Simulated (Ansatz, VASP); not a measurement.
**One calculation of AgCl, two programs**

```
Ag Cl
1.0
     0.00000    2.73567    2.73567
     2.73567    0.00000    2.73567
     2.73567    2.73567    0.00000
Ag Cl
1 1
Cartesian
  2.7357 2.7357 2.7357
  0.0000 0.0000 0.0000
```

Change from the starting cell: volume scaled by 0.96.

Alike in both runs: task single point; functional PBE; k mesh 9 × 9 × 9; occupations fermi-dirac, width 0.01 eV; no spin polarisation.

|  | VASP | Ansatz |
| --- | --- | --- |
| version | VASP 6.6.1 | Ansatz 0.2.0 |
| potentials or method | VASP PAW PBE potentials, release 64 (Ag, Cl), cutoff 520 eV | all-electron LAPW, scalar-relativistic |

VASP gave:

```
gap on the k mesh at the Fermi level (eV) : 0.95
pressure (GPa)                            : 3.7
```

**Question.** Estimate Ansatz's values.

**Answer.** gap on the k mesh at the Fermi level (eV): 0.96; pressure (GPa): 3.9.

Ansatz ran all-electron here, and VASP with PAW potentials.
